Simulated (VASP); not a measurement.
Crystal: AlN.

```
Al N
1.0
     3.04945    0.00000    0.00000
    -1.52473    2.64090    0.00000
     0.00000    0.00000    4.87932
Al N
2 2
Direct
  0.66667 0.33333 0.50000
  0.33333 0.66667 0.00000
  0.66667 0.33333 0.88000
  0.33333 0.66667 0.38000
```

This cell differs from its parent crystal: volume scaled by 0.94.

Base run:

| Property | Result |
| --- | --- |
| Program | VASP 6.6.1 |
| Functional | PBEsol |
| Potentials or basis | VASP PAW PBE potentials, release 64 (Al, N) |
| Cutoff | 520 eV |
| k mesh | 10 × 10 × 6 |
| Occupations | fermi-dirac, width 0.05 eV |
| Spin | no spin polarisation |

Its results: band gap on the k mesh 4.70 eV, direct; pressure 14.4 GPa; largest force 0.183 eV/Å.

Question: After a change of settings the same cell gave: band gap on the k mesh 5.10 eV, direct; pressure 33.9 GPa; largest force 0.176 eV/Å. Which change was it?
A. functional from PBEsol to PBE exchange alone
B. functional from PBEsol to RPBE; dispersion from none to D3(BJ)
C. functional from PBEsol to BLYP
D. functional from PBEsol to SVWN5; further incar settings from ALGO = Normal; EDIFF = 1e-06; NBANDS = 16 to ALGO = Normal; EDIFF = 1e-07; NBANDS = 16

Answer: A.

Caveats: the PAW data sets were made with another functional, which shifts forces and pressure a little (some runs).
